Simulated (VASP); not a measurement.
A run of VASP 6.6.1 is set up as follows.

The input INCAR:

```
ALGO = Normal ; EDIFF = 1E-6
ENCUT = 520 ; GGA = PS
ISIF = 2 ; ISMEAR = -1
LASPH = True ; LCHARG = True
LELF = True ; LREAL = Auto
LVHAR = True ; LWAVE = False
NBANDS = 120 ; NELM = 80
PREC = Accurate ; SIGMA = 0.05
```

KPOINTS

```
k-points
0
Gamma
  2 2 2
```

Contents of POSCAR:

```
Nb16N
1.0
    6.6000000000      0.0000000000      0.0000000000
    0.0000000000      6.6000000000      0.0000000000
    0.0000000000      0.0000000000      6.6000000000
Nb N
16 1
Direct
   -0.0073639014      0.0003802993     -0.0019277924
    0.4927992334      0.0003541992     -0.0441244011
   -0.0073617426      0.5003515757      0.0060521742
   -0.0073676416      0.0003819716      0.5019942066
    0.2487580590      0.2440885942      0.2500451229
    0.4927816516      0.5003093084     -0.0019140373
    0.4927740350      0.0003580144      0.5441453443
    0.7363585771      0.2440581821      0.2500290546
   -0.0073906644      0.5003524226      0.4940430664
    0.2488650072      0.7565198009      0.2500467259
    0.2325464780      0.2606321292      0.7500617340
    0.4927313307      0.5003104330      0.5019807505
    0.7363877627      0.7564665336      0.2500215795
    0.7529708663      0.2606086732      0.7500178739
    0.2325473030      0.7401762563      0.7500550810
    0.7529583665      0.7401842531      0.7500061471
    0.4922823795      0.0002941533      0.2500047701
```

Potentials or basis: VASP PAW PBE potentials, release 64 (Nb_sv, N).

Launch:

```bash
$ cat potpaw_PBE.64/Nb_sv/POTCAR potpaw_PBE.64/N/POTCAR > POTCAR
$ mpirun -np 1 vasp_std > vasp.out
```

Question: Estimate the pressure.

Answer: 0.8 GPa.

Question: Estimate the band gap on the k mesh.

Answer: Zero (an odd number of electrons rules out a gap without spin polarisation).

Question: Predict the largest force.

Answer: 0.032 eV/Å.

Stress tensor (GPa, compression positive):
```
-2.16  0.00  0.00
 0.00 -2.17  0.00
 0.00  0.00  6.63
```

Caveat: the k points lie up to 0.48 Å⁻¹ apart, too coarse for converged energies and pressures of a metal; the PAW data sets were made with another functional, which shifts forces and pressure a little.
